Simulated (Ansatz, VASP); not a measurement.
# One calculation of AlN, two programs

```
Al N
1.0
     3.36100    0.00000    0.00000
    -1.68050    2.91071    0.00000
     0.00000    0.00000    4.14122
Al N
2 2
Cartesian
  0.0000 1.9405 3.1059
  1.6805 0.9702 1.0353
  0.0000 1.9405 1.0353
  1.6805 0.9702 3.1059
```

Alike in both runs: task single point; functional PBEsol; k mesh 9 × 9 × 6; occupations gaussian, width 0.05 eV; no spin polarisation.

```csv
,VASP,Ansatz
version,VASP 6.6.1,Ansatz 0.2.0
potentials or method,"VASP PAW PBE potentials, release 64 (Al, N), cutoff 520 eV","scalar-relativistic, plane waves, PAW"
valence electrons in the cell,16,16
```

|  | VASP | Ansatz | Ansatz less VASP |
| --- | --- | --- | --- |
| gap on the k mesh at the Fermi level (eV) | 3.13 | 3.12 | -0.011 |
| least direct gap on the mesh (eV) | 3.13 | 3.12 | -0.011 |
| pressure (GPa) | -7.5 | -7.4 | +0.09 |
| traceless stress, the component that is largest in VASP (GPa) | 2.73 | 2.73 | 0.000 |

VASP's potentials were made for PBE, not for PBEsol. The functional is the same, so the differences come from potentials, cutoffs and numerics.
